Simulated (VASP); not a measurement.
LaHg3N2, 6 atoms in the cell. The structure is tetragonal, space group P-4m2 (No. 115). Conventional cell: a = 4.530 Å, b = 4.530 Å, c = 7.201 Å, α = 90.00°, β = 90.00°, γ = 90.00°. Within 3.3 Å of La (site symmetry -4m2) lie 4 N at 2.42 Å and 4 Hg at 3.20 Å. Within 3.1 Å of Hg (site symmetry 2mm) lie 1 N at 2.32 Å. Hg (site symmetry -4m2) has 4 N at 2.42 Å and 4 La at 3.20 Å within 3.3 Å. N (site symmetry 2mm) has 3 Hg at 2.32 to 2.42 Å and 2 La at 2.42 Å within 3.1 Å. The cell was built from a structure type or drawn by symmetry, and may not be a known phase.

```yaml
Program: VASP 6.6.1
Task: single point
Functional: PBE
Potentials_or_basis: VASP PAW PBE potentials, release 64 (La, Hg, N)
Cutoff: 520 eV
k_mesh: 6 × 6 × 2
Occupations: gaussian, width 0.1 eV
Spin: no spin polarisation
Dipole_correction: no
Further_INCAR_settings: ALGO = Normal; EDIFF = 1e-06; NBANDS = 38
```

Potentials or basis: VASP PAW PBE potentials, release 64 (La, Hg, N).

Run with:

```console
$ cat potpaw_PBE.64/La/POTCAR potpaw_PBE.64/Hg/POTCAR potpaw_PBE.64/N/POTCAR > POTCAR
$ mpirun -np 1 vasp_std > vasp.out
```

Hardware: 1 thread of Intel(R) Xeon(R) 6975P-C (Granite Rapids), with other jobs on the host.

Problem. Estimate the wall time of this run.

Solution. Run time: 71 s on 1 thread of Intel(R) Xeon(R) 6975P-C (Granite Rapids) (shared host), peak memory 0.32 GiB. Counts: scf iterations 17, k points 20.
